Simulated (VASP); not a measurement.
A run of VASP 6.6.1 is set up as follows.

File INCAR:

```
PREC     = Accurate       # precision mode
ENCUT    = 500            # plane-wave cutoff, eV
EDIFF    = 1E-6           # SCF threshold, eV
ISMEAR   = 0              # smearing method
SIGMA    = 0.01           # smearing width, eV
LREAL    = False          # projectors in reciprocal space
LASPH    = True           # aspherical terms in the spheres
NELM     = 120            # most SCF steps
ALGO     = Normal         # electronic algorithm
ISIF     = 2              # what is computed and relaxed
LWAVE    = False          # write WAVECAR
LCHARG   = False          # write CHGCAR
GGA      = PE             # functional
NBANDS   = 11             # bands
GGA_COMPAT= False
```

KPOINTS

```
Automatic mesh
0
Gamma
  6 6 6
```

Contents of POSCAR:

```
NaH
1.0
    0.0000000000      2.3567696195      2.3567696195
    2.3567696195      0.0000000000      2.3567696195
    2.3567696195      2.3567696195      0.0000000000
Na H
1 1
Direct
    0.0000000000      0.0000000000      0.0000000000
    0.5000000000      0.5000000000      0.5000000000
```

Potentials or basis: VASP PAW PBE potentials, release 64 (Na_pv, H).

The run is started by

```console
$ cat potpaw_PBE.64/Na_pv/POTCAR potpaw_PBE.64/H/POTCAR > POTCAR
$ mpirun -np 1 vasp_std > vasp.out
```

(1) What does it give for the band gap on the k mesh?

(2) Predict the pressure.

Results:

(1) 3.94 eV (least direct gap 4.78 eV).

(2) 1.9 GPa.
